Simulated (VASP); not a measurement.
Runs of VASP 6.6.1 on Ta. The structure is that of space group Fm-3m (No. 225), or close to it. The cells are those of the table. 

```csv
spin,cell,k mesh,gap on the mesh (eV),pressure (GPa)
off,"a = 2.946 Å, angles 60.0°, 1 atom",14 × 14 × 14,none,8.5
off,"a = 2.986 Å, angles 60.0°, 1 atom",14 × 14 × 14,none,0.1
off,"a = 2.986 Å, angles 60.0°, 1 atom",21 × 21 × 21,none,0.1
"non-collinear, zero start, SOC","a = 2.986 Å, angles 60.0°, 1 atom",13 × 13 × 13,-,(a)
off,"a = 3.064 Å, angles 60.0°, 1 atom",14 × 14 × 14,none,-12.6
```

Alike in all rows: task single point; level PBE; potentials or basis VASP PAW PBE potentials, release 64 (Ta_pv); cutoff (eV) 520; smearing fermi-dirac 0.1 eV.

**Question.** Estimate the missing entries.

**Answer.** (a) -0.2.

Caveats: spin-orbit coupling is left out, which moves the levels of the heavy elements (some runs).

A k mesh can miss the band edges, and rows without SOC leave out spin-orbit coupling on Ta.

A gap of «none» marks levels without a gap at the run's occupations.
